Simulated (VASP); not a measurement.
# Si10H5Cl in VASP: notebook

The runs below take Si10H5Cl through single point, with PBE.

Everything below comes from runs of VASP 6.6.1. Logs are shortened: lines on timing, memory, paths and dates and some standing lists are left out, and cuts for length are marked.

### Step 1. The cell of the first run

The cell holds a slab with vacuum, 32 atoms: a = 7.679 Å, b = 7.679 Å, c = 20.254 Å, α = 90.00°, β = 90.00°, γ = 90.00°.

### Step 2. Single point, PBE

Contents of INCAR:

```
SYSTEM = Si10H5Cl
ALGO     = Normal         ! electronic algorithm
EDIFF    = 1E-6           ! SCF threshold, eV
ENCUT    = 520            ! plane-wave cutoff, eV
GGA      = PE             ! functional
ISIF     = 2              ! what is computed and relaxed
ISMEAR   = -1             ! smearing method
LASPH    = .True.         ! aspherical terms in the spheres
LCHARG   = .True.         ! write CHGCAR
LELF     = .True.         ! ELF
LREAL    = Auto         
LVHAR    = .True.       
LWAVE    = .False.        ! write WAVECAR
NBANDS   = 74             ! bands
NELM     = 80             ! most SCF steps
PREC     = Accurate       ! precision mode
SIGMA    = 0.02           ! smearing width, eV
```

Contents of KPOINTS:

```
k-points
0
Gamma
  2 2 1
  0 0 0
```

Contents of POSCAR:

```
Si10H5Cl
1.0
    7.6791800000      0.0000000000      0.0000000000
    0.0000000000      7.6791800000      0.0000000000
    0.0000000000      0.0000000000     20.2543620000
H Si Cl
10 20 2
Direct
    0.4093920184      0.0000000000      0.0493720809
    0.0906079816      0.0000000000      0.0493720809
    0.9093920184      0.0000000000      0.0493720809
    0.5906079816      0.0000000000      0.0493720809
    0.4093920184      0.5000000000      0.0493720809
    0.0906079816      0.5000000000      0.0493720809
    0.9093920184      0.5000000000      0.0493720809
    0.5906079816      0.5000000000      0.0493720809
    0.2314426801      0.1160578343      0.4361415581
    0.7508262601      0.4720005261      0.4262283354
    0.2500000000      0.0000000000      0.0921036170
    0.7500000000      0.0000000000      0.0921036170
    0.2500000000      0.5000000000      0.0921036170
    0.7500000000      0.5000000000      0.0921036170
    0.2484041265      0.2498447751      0.1568836876
    0.7469827508      0.2494012382      0.1574777325
    0.2492945861      0.7497383835      0.1622529014
    0.7485347394      0.7508924130      0.1624150887
   -0.0014030144      0.2485560958      0.2225883491
    0.4956473217      0.2494343146      0.2241107866
   -0.0010997268      0.7509360374      0.2322005008
    0.4980225753      0.7504947143      0.2331434088
    0.0018179024      0.0108472519      0.2967724187
    0.4933844499      0.0104434328      0.2981641683
   -0.0054133384      0.4888412565      0.2947774904
    0.4979079798      0.4896757206      0.2974461995
    0.2455125417      0.0925904849      0.3613536679
    0.7484598616      0.0901565011      0.3548219885
    0.2425340987      0.4007248170      0.3541075251
    0.7482168669      0.4058504945      0.3566929928
    0.2127106019      0.4420389937      0.4583686714
   -0.2501700702     -0.0107093466      0.4508323195
```

Potentials or basis: VASP PAW PBE potentials, release 64 (H, Si, Cl).

Launch:

```
$ cat potpaw_PBE.64/H/POTCAR potpaw_PBE.64/Si/POTCAR potpaw_PBE.64/Cl/POTCAR > POTCAR
$ mpirun -np 1 vasp_std > vasp.out
```

OUTCAR:

```text
SYSTEM = Si10H5Cl
   EDIFF = 1E-6
   ENCUT = 520
   GGA = PE
   ISIF = 2
   ISMEAR = -1
   LASPH = .True.
   LREAL = Auto
   NELM = 80
   PREC = Accurate

 ion  position               nearest neighbor table
   1  0.409  0.000  0.049-  11 1.50
   2  0.091  0.000  0.049-  11 1.50
   3  0.909  0.000  0.049-  12 1.50
   4  0.591  0.000  0.049-  12 1.50
   5  0.409  0.500  0.049-  13 1.50
   6  0.091  0.500  0.049-  13 1.50
   7  0.909  0.500  0.049-  14 1.50
   8  0.591  0.500  0.049-  14 1.50
   9  0.231  0.116  0.436-  27 1.53
  10  0.751  0.472  0.426-  30 1.50
  11  0.250  0.000  0.092-   1 1.50   2 1.50  15 2.32  17 2.39
  12  0.750  0.000  0.092-   3 1.50   4 1.50  16 2.33  18 2.38
  13  0.250  0.500  0.092-   5 1.50   6 1.50  15 2.33  17 2.39
  14  0.750  0.500  0.092-   7 1.50   8 1.50  16 2.34  18 2.40
  15  0.248  0.250  0.157-  11 2.32  13 2.33  19 2.33  20 2.34
  16  0.747  0.249  0.157-  12 2.33  14 2.34  19 2.34  20 2.36
[... 12 lines left out ...]
  29  0.243  0.401  0.354-  31 2.15  25 2.35  27 2.37  26 2.37
  30  0.748  0.406  0.357-  10 1.50  26 2.36  25 2.36  28 2.42
  31  0.213  0.442  0.458-  29 2.15
  32  0.750  0.989  0.451-  28 2.09

  LATTYP: Found a simple tetragonal cell.
 ALAT       =     7.6791800000
 C/A-ratio  =     2.6375683341

  Lattice vectors:

 A1 = (   7.6791800000,   0.0000000000,   0.0000000000)
 A2 = (   0.0000000000,   7.6791800000,   0.0000000000)
 A3 = (   0.0000000000,   0.0000000000,  20.2543620000)

Analysis of symmetry for initial positions (statically):
=====================================================================
 Subroutine PRICEL returns:
 Original cell was already a primitive cell.

 Routine SETGRP: Setting up the symmetry group for a
 simple tetragonal supercell.

 Subroutine GETGRP returns: Found  1 space group operations
 (whereof  1 operations were pure point group operations)
 out of a pool of 16 trial point group operations.

The static configuration has the point symmetry C_1 .

Analysis of symmetry for dynamics (positions and initial velocities):
=====================================================================
 Subroutine PRICEL returns:
 Original cell was already a primitive cell.

 Routine SETGRP: Setting up the symmetry group for a
 simple tetragonal supercell.

 Subroutine GETGRP returns: Found  1 space group operations
 (whereof  1 operations were pure point group operations)
 out of a pool of 16 trial point group operations.

The dynamic configuration has the point symmetry C_1 .

 Subroutine INISYM returns: Found  1 space group operations
 (whereof  1 operations are pure point group operations),
 and found     1 'primitive' translations

----------------------------------------------------------------------------------------

                                     Primitive cell

  volume of cell :    1194.3958

  direct lattice vectors                    reciprocal lattice vectors
     7.679180000  0.000000000  0.000000000     0.130222237  0.000000000  0.000000000
     0.000000000  7.679180000  0.000000000     0.000000000  0.130222237  0.000000000
     0.000000000  0.000000000 20.254362000     0.000000000  0.000000000  0.049372081

  length of vectors
     7.679180000  7.679180000 20.254362000     0.130222237  0.130222237  0.049372081

  position of ions in fractional coordinates (direct lattice)
     0.409392018  0.000000000  0.049372081
     0.090607982  0.000000000  0.049372081
     0.909392018  0.000000000  0.049372081
     0.590607982  0.000000000  0.049372081
     0.409392018  0.500000000  0.049372081
     0.090607982  0.500000000  0.049372081
[... 24 lines left out ...]
     0.212710602  0.442038994  0.458368671
     0.749829930  0.989290653  0.450832320

  ion indices of the primitive-cell ions
   primitive index   ion index
                 1           1
                 2           2
                 3           3
                 4           4
                 5           5
                 6           6
[... 24 lines left out ...]
                31          31
                32          32

----------------------------------------------------------------------------------------

 KPOINTS: k-points

Automatic generation of k-mesh.
 Grid dimensions read from file:
 generate k-points for:    2    2    1

 Generating k-lattice:

  Cartesian coordinates                     Fractional coordinates (reciprocal lattice)
     0.065111119  0.000000000  0.000000000     0.500000000  0.000000000  0.000000000
     0.000000000  0.065111119  0.000000000     0.000000000  0.500000000  0.000000000
     0.000000000  0.000000000  0.049372081     0.000000000  0.000000000  1.000000000

  Length of vectors
     0.065111119  0.065111119  0.049372081

  Shift w.r.t. Gamma in fractional coordinates (k-lattice)
     0.000000000  0.000000000  0.000000000

 Subroutine IBZKPT returns following result:
 ===========================================

 Found      4 irreducible k-points:

 Following reciprocal coordinates:
            Coordinates               Weight
  0.000000  0.000000  0.000000      1.000000
  0.500000  0.000000  0.000000      1.000000
  0.000000  0.500000  0.000000      1.000000
  0.500000  0.500000  0.000000      1.000000
   k-points           NKPTS =      4   k-points in BZ     NKDIM =      4   number of bands    NBANDS=     74
   number of dos      NEDOS =    301   number of ions     NIONS =     32
   total plane-waves  NPLWV = 576000
   dimension x,y,z NGX =    60 NGY =   60 NGZ =  160
   dimension x,y,z NGXF=   120 NGYF=  120 NGZF=  320
   ions per type =              10  20   2
   NGX,Y,Z   is equivalent  to a cutoff of  12.99, 12.99, 13.13 a.u.
   NGXF,Y,Z  is equivalent  to a cutoff of  25.98, 25.98, 26.27 a.u.
 SYSTEM =  Si10H5Cl
   PREC   = accura    normal or accurate (medium, high low for compatibility)
   ISTART =      0    job   : 0-new  1-cont  2-samecut
   ICHARG =      2    charge: 1-file 2-atom 10-const
   ISPIN  =      1    spin polarized calculation?
   LNONCOLLINEAR =      F non collinear calculations
   LSORBIT =      F    spin-orbit coupling
   LASPH  =      T    aspherical Exc in radial PAW
   ENCUT  =  520.0 eV  38.22 Ry    6.18 a.u.  14.28 14.28 37.66*2*pi/ulx,y,z
   NELM   =     80;   NELMIN=  2; NELMDL= -5     # of ELM steps
   EDIFF  = 0.1E-05   stopping-criterion for ELM
   LREAL  =      T    real-space projection
   EDIFFG = 0.1E-04   stopping-criterion for IOM
   NSW    =      0    number of steps for IOM
[... 5 lines left out ...]
   TEBEG  =    0.0;   TEEND  =   0.0 temperature during run
   PSTRESS=    0.0 pullay stress
   NELECT =     104.0000    total number of electrons
   NUPDOWN=      -1.0000    fix difference up-down
   EMIN   =  10.00;   EMAX   =-10.00  energy-range for DOS
   EFERMI =   0.00;   METHOD = LEGACY
   ISMEAR =    -1;   SIGMA  =   0.02  broadening in eV -4-tet -1-fermi 0-gaus
   EFERMI_NEDOS =   21; number of points for ismear=-14 and -15
   IALGO  =     38    algorithm
   IMIX   =      4    mixing-type and parameters
     AMIX     =   0.40;   BMIX     =  1.00
     AMIX_MAG =   1.60;   BMIX_MAG =  1.00
  volume/ion in A,a.u.               =      37.32       251.88
  Fermi-wavevector in a.u.,A,eV,Ry     =   0.725610  1.371204  7.163599  0.526510
  Thomas-Fermi vector in A             =   1.816375
   LORBIT       =      0    0 simple, 1 ext, 2 COOP (PROOUT), +10 PAW based schemes
   GGA     = PE    functional components
[... 5 lines left out ...]
 non-spin polarized calculation
  energy-cutoff  :      520.00
  volume of cell :     1194.40
 maximum number of plane-waves:     32216
 NGX is ok and might be reduce to    60
   NGX = 29   NGY = 29   NGZ = 75

 number of electron     104.0000003 magnetization

 Free energy of the ion-electron system (eV)
  ---------------------------------------------------
  ext. energy  EPLUGINS =         0.00000000
  ---------------------------------------------------
  free energy    TOTEN  =      -145.06160529 eV

  energy without entropy =     -145.06160529  energy(sigma->0) =     -145.06160529

 E-fermi :  -0.7709     XC(G=0):  -4.5043

 val. band max:       -1.2882197936   @ k =   0.0000   0.5000   0.0000
 cond. band min:       0.0993115856   @ k =   0.0000   0.0000   0.0000
 fundamental gap:      1.3875313792
 Fermi energy:        -0.7708990700

 k-point     1 :       0.0000    0.0000    0.0000
  band No.  band energies     occupation
      1     -16.6809      2.00000
      2     -16.4247      2.00000
      3     -12.3824      2.00000
      4     -11.3382      2.00000
      5     -10.5714      2.00000
      6     -10.5279      2.00000
[... 56 lines left out ...]
     63       1.5492      0.00000
     64       1.9348      0.00000

 k-point     2 :       0.5000    0.0000    0.0000
  band No.  band energies     occupation
      1     -16.6804      2.00000
      2     -16.4246      2.00000
      3     -11.8707      2.00000
      4     -11.8525      2.00000
      5     -10.8968      2.00000
      6     -10.8821      2.00000
[... 56 lines left out ...]
     63       1.9216      0.00000
     64       1.9686      0.00000

 k-point     3 :       0.0000    0.5000    0.0000
  band No.  band energies     occupation
      1     -16.6806      2.00000
      2     -16.4246      2.00000
      3     -12.0769      2.00000
      4     -11.6075      2.00000
      5     -11.0554      2.00000
      6     -10.4628      2.00000
[... 56 lines left out ...]
     63       1.9642      0.00000
     64       2.0059      0.00000

 k-point     4 :       0.5000    0.5000    0.0000
  band No.  band energies     occupation
      1     -16.6802      2.00000
      2     -16.4245      2.00000
      3     -11.5567      2.00000
      4     -11.5368      2.00000
      5     -11.1062      2.00000
      6     -11.0918      2.00000
[... 56 lines left out ...]
     63       2.4717      0.00000
     64       2.5314      0.00000
 [bands above 64 left out]

------------------------ aborting loop because EDIFF is reached ----------------------------------------

  FORCE on cell =-STRESS in cart. coord.  units (eV):
  Direction    XX          YY          ZZ          XY          YZ          ZX
  --------------------------------------------------------------------------------------
  -------------------------------------------------------------------------------------
  Total       15.8263544      2.0986144     -5.8144338      0.0543354     -0.1275321      1.5388323
  in kB       21.2296682      2.8151073     -7.7995536      0.0728862     -0.1710732      2.0642087
  external PRESSURE =       5.4150740 kB  Pullay stress =       0.0000000 kB

 VOLUME and BASIS-vectors are now :
 -----------------------------------------------------------------------------
  energy-cutoff  :      520.00
  volume of cell :     1194.40
      direct lattice vectors                 reciprocal lattice vectors
     7.679180000  0.000000000  0.000000000     0.130222237  0.000000000  0.000000000
     0.000000000  7.679180000  0.000000000     0.000000000  0.130222237  0.000000000
     0.000000000  0.000000000 20.254362000     0.000000000  0.000000000  0.049372081

 POSITION                                       TOTAL-FORCE (eV/Angst)
 -----------------------------------------------------------------------------------
      3.14379      0.00000      1.00000        -0.625670     -0.078963      0.013796
      0.69580      0.00000      1.00000         0.633088     -0.083679      0.003076
      6.98338      0.00000      1.00000        -0.619484     -0.061800      0.028439
      4.53539      0.00000      1.00000         0.638892     -0.085457     -0.011600
      3.14379      3.83959      1.00000        -0.628721      0.071698      0.010286
      0.69580      3.83959      1.00000         0.636225      0.077636     -0.002034
[... 24 lines left out ...]
      1.63344      3.39450      9.28396         0.170957      0.522710     -0.514713
      5.75808      7.59694      9.13132         0.001458      0.029034     -0.018361
 -----------------------------------------------------------------------------------
    total drift:                               -0.001167      0.009075     -0.021450

  FREE ENERGIE OF THE ION-ELECTRON SYSTEM (eV)
  ---------------------------------------------------
  free  energy   TOTEN  =      -145.0616052879 eV

  energy  without entropy=     -145.0616052879  energy(sigma->0) =     -145.06160529
```

It took 35 min on 1 thread of Oxide Virtual Turin-like, shared host; peak memory 1.1 GiB.

What came out:

| Quantity | Value |
| --- | --- |
| Free energy | -145.0616 eV |
| Largest force | 1.042 eV/Å |
| Band gap on the k mesh | 1.39 eV, indirect (least direct gap 1.61 eV) |

Forces on the atoms (eV/Å):
```
H   -0.626 -0.079  0.014
H    0.633 -0.084  0.003
H   -0.619 -0.062  0.028
H    0.639 -0.085 -0.012
H   -0.629  0.072  0.010
H    0.636  0.078 -0.002
H   -0.617  0.063  0.036
H    0.632  0.082  0.005
H    0.140 -0.946 -0.412
H    0.004  0.001  0.007
Si  -0.005 -0.240  0.104
Si  -0.103 -0.196  0.116
Si  -0.014  0.216  0.111
Si  -0.074  0.206  0.220
Si  -0.001 -0.004  0.009
Si  -0.011 -0.013  0.016
Si   0.000  0.003  0.001
Si  -0.008  0.004  0.004
Si   0.003  0.017  0.002
Si  -0.015  0.023  0.017
Si  -0.004 -0.022  0.008
Si  -0.006 -0.022  0.017
Si  -0.063 -0.011  0.000
Si   0.035 -0.009  0.015
Si   0.011 -0.017  0.006
Si  -0.036 -0.015  0.024
Si  -0.026  0.185 -0.192
Si  -0.007  0.025  0.076
Si  -0.036  0.232  0.302
Si  -0.005  0.048 -0.003
Cl   0.171  0.523 -0.515
Cl   0.001  0.029 -0.018
```

### Step 3. Single point, PBE

Contents of INCAR:

```
SYSTEM = Si10H5Cl
  PREC = Accurate
  ENCUT = 520
  EDIFF = 1E-6
  ISMEAR = -1
  SIGMA = 0.02
  LREAL = Auto
  LASPH = .TRUE.
  NELM = 100
  ALGO = Normal
  ISIF = 2
  LWAVE = .FALSE.
  LCHARG = .TRUE.
  GGA = PE
  LELF = .TRUE.
  LVHAR = .TRUE.
  NBANDS = 74
```

Contents of KPOINTS:

```
Automatic mesh
0
G
  2 2 1
  0 0 0
```

Contents of POSCAR:

```
Si10H5Cl
1.0
    7.6791800000      0.0000000000      0.0000000000
    0.0000000000      7.6791800000      0.0000000000
    0.0000000000      0.0000000000     20.2543620000
H Si Cl
10 20 2
Direct
    0.4093920184      0.0000000000      0.0493720809
    0.0906079816      0.0000000000      0.0493720809
    0.9093920184      0.0000000000      0.0493720809
    0.5906079816      0.0000000000      0.0493720809
    0.4093920184      0.5000000000      0.0493720809
    0.0906079816      0.5000000000      0.0493720809
    0.9093920184      0.5000000000      0.0493720809
    0.5906079816      0.5000000000      0.0493720809
    0.2312519045      0.4313762667      0.4322558272
    0.7498271951      0.4830825687      0.4257429091
    0.2500000000      0.0000000000      0.0921036170
    0.7500000000      0.0000000000      0.0921036170
    0.2500000000      0.5000000000      0.0921036170
    0.7500000000      0.5000000000      0.0921036170
    0.2484846038      0.2506921312      0.1568136286
    0.7475223917      0.2506430374      0.1573629917
    0.2490970390      0.7510842303      0.1621815093
    0.7485635185      0.7517676366      0.1621554409
   -0.0012967530      0.2560576780      0.2226202929
    0.4958961764      0.2564798585      0.2236725106
   -0.0016216575      0.7553595566      0.2320186634
    0.4982815874      0.7563673465      0.2326641540
   -0.0045592107      0.0173528944      0.2959193679
    0.4925234205      0.0178671421      0.2976822968
   -0.0017379460      0.4959271693      0.2955404865
    0.4979538180      0.4972080352      0.2966935221
    0.2394194432      0.1182410101      0.3562592097
    0.7446964389      0.1004350725      0.3554277839
    0.2465495014      0.4265856511      0.3577634289
    0.7487583310      0.4164701179      0.3562007038
    0.1999877591      0.1117304191      0.4624431518
   -0.2630715780     -0.0056766478      0.4503522254
```

Potentials or basis: VASP PAW PBE potentials, release 64 (H, Si, Cl).

Launch:

```
$ cat potpaw_PBE.64/H/POTCAR potpaw_PBE.64/Si/POTCAR potpaw_PBE.64/Cl/POTCAR > POTCAR
$ mpirun -np 1 vasp_std > vasp.out
```

Wall time 30 min (1 thread of Oxide Virtual Turin-like, shared host); peak memory 1.1 GiB.

The run converged. Its results:

```yaml
Free_energy: -144.9727 eV
Largest_force: 1.073 eV/Å
Band_gap_on_the_k_mesh: 1.36 eV, indirect (least direct gap 1.57 eV)
```

Forces on the atoms (eV/Å):
```
H   -0.628 -0.062  0.015
H    0.636 -0.064  0.002
H   -0.623 -0.045  0.027
H    0.638 -0.061 -0.002
H   -0.624  0.088  0.013
H    0.636  0.097 -0.006
H   -0.616  0.080  0.031
H    0.636  0.099 -0.006
H    0.171  0.701 -0.359
H    0.002 -0.001  0.007
Si  -0.015 -0.193  0.089
Si  -0.069 -0.144  0.109
Si  -0.033  0.267  0.092
Si  -0.096  0.248  0.157
Si  -0.013  0.006  0.010
Si  -0.017  0.014  0.020
Si  -0.002  0.005  0.003
Si  -0.007  0.018  0.007
Si  -0.020 -0.012  0.005
Si  -0.033 -0.025  0.030
Si  -0.010  0.029  0.008
Si  -0.020  0.029  0.028
Si   0.031  0.041  0.021
Si  -0.058  0.036  0.064
Si  -0.060  0.022 -0.015
Si   0.027  0.021  0.019
Si  -0.045 -0.190  0.436
Si  -0.006 -0.058  0.030
Si  -0.034 -0.142 -0.184
Si  -0.009 -0.030  0.023
Cl   0.272 -0.804 -0.656
Cl  -0.009  0.027 -0.018
```

Levels at points of the mesh, in eV from the valence-band top:
```
           k point  band 49  band 50  band 51  band 52  band 53  band 54  band 55  band 56
(0.00, 0.00, 0.00)    -0.61    -0.49    -0.38    -0.21     1.36     1.57     1.75     2.00
(0.50, 0.00, 0.00)    -0.83    -0.77    -0.39    -0.38     2.11     2.19     2.33     2.47
(0.00, 0.50, 0.00)    -0.97    -0.95    -0.31     0.00     1.62     1.82     2.13     2.24
(0.50, 0.50, 0.00)    -1.17    -1.14    -0.83    -0.65     2.23     2.26     2.26     2.36
```
